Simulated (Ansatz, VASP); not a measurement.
Sr in VASP and in Ansatz

Contents of POSCAR:

```
Sr
1.0
   -2.4250000000      2.4250000000      2.3886250000
    2.4250000000     -2.4250000000      2.3886250000
    2.4250000000      2.4250000000     -2.3886250000
Sr
1
Direct
    0.0000000000      0.0000000000      0.0000000000
```

File INCAR.step1:

```
SYSTEM = Sr
PREC = Accurate
ENCUT = 520
ISMEAR = 0
SIGMA = 0.15
LREAL = .False.
LASPH = .True.
NELM = 100
NBANDS = 11
GGA = PE
ALGO = Normal
EDIFF = 1E-4
LWAVE = .True.
LCHARG = .False.
```

INCAR.step2

```
SYSTEM = Sr
PREC = Accurate
ENCUT = 520
EDIFF = 1E-6
ISMEAR = 0
SIGMA = 0.15
LREAL = .False.
LASPH = .True.
NELM = 100
ALGO = Normal
ISIF = 2
LWAVE = .False.
LCHARG = .False.
METAGGA = R2SCAN
LMIXTAU = .True.
NBANDS = 11
ISTART = 1
```

The input KPOINTS:

```
Automatic mesh
0
Gamma
  14 14 14
  0 0 0
```

Input for Ansatz:

```yaml
crystal:
  lattice:
    - [-2.425, 2.425, 2.388625]
    - [2.425, -2.425, 2.388625]
    - [2.425, 2.425, -2.388625]
  atoms:
    - { symbol: Sr, position: [0.0, 0.0, 0.0] }
basis:
  ecutwfc: 500
kpoints:
  mp_grid: { grid: [14, 14, 14] }
hamiltonian:
  xc: r2scan
scf:
  occupations: { method: gaussian, width: 0.15 }
output:
  forces: true
  stress: true
  eigenvalues: true
```

Change from the starting cell: strain +0.000 along x and y, -0.015 along z, atoms carried along.

Alike in both runs: task single point; functional r2SCAN; k mesh 14 × 14 × 14; occupations gaussian, width 0.15 eV; no spin polarisation.

|  | VASP | Ansatz |
| --- | --- | --- |
| version | VASP 6.6.1 | Ansatz 0.2.0 |
| potentials or method | VASP PAW PBE potentials, release 64 (Sr_sv), cutoff 520 eV | scalar-relativistic, plane waves, PAW |
| valence electrons in the cell | 10 | 10 |

```tsv
	VASP	Ansatz	Ansatz less VASP
gap on the k mesh at the Fermi level (eV)	none	none	-
pressure (GPa)	0.0	0.0	-0.01
```

VASP's potentials were made for PBE, not for r2SCAN. A gap of «none» marks a metal or a gap that the smearing closes.
